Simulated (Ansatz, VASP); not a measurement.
## HC6: VASP beside Ansatz

```xyz
14
Lattice="4.8895 0.0000 0.0000 -1.2224 8.7850 0.0000 0.0000 0.0000 22.7475" Properties=species:S:1:pos:R:3 pbc="T T T"
C     0.0000    0.6804    4.0000
C     2.4448    0.6804    4.0000
C     1.2224    0.8504    4.6849
C     3.6671    0.8504    4.6849
C     1.2224    1.1906    6.0548
C     3.6671    1.1906    6.0548
C     0.0000    1.3574    6.7220
C     2.4448    1.3574    6.7220
C     0.0000    1.7173    8.1518
C     2.4448    1.7173    8.1518
C     1.2224    1.8685    8.7475
C     3.6671    1.8685    8.7475
H     0.1826    0.4049    9.1975
H    -0.1826    3.0296    9.1975
```

Alike in both runs: task single point; functional LDA; k mesh 6 × 3 × 1; occupations gaussian, width 0.1 eV; no spin polarisation.

|  | VASP | Ansatz |
| --- | --- | --- |
| version | VASP 6.6.1 | Ansatz 0.2.0 |
| potentials or method | VASP PAW LDA potentials, release 64 (C, H), cutoff 520 eV | scalar-relativistic, plane waves, PAW |
| valence electrons in the cell | 50 | 50 |

Ansatz gave:

| Quantity | Value |
| --- | --- |
| gap on the k mesh at the Fermi level (eV) | none |
| rms of the force components (eV/Å) | 1.540 |

Which values does VASP return?

gap on the k mesh at the Fermi level (eV): none; rms of the force components (eV/Å): 1.533.

LDA's correlation is that of Perdew and Zunger in VASP and of Perdew and Wang (1992) in Ansatz. Atom by atom the forces differ by 0.020 eV/Å (rms over components). A gap of «none» marks a metal or a gap that the smearing closes.
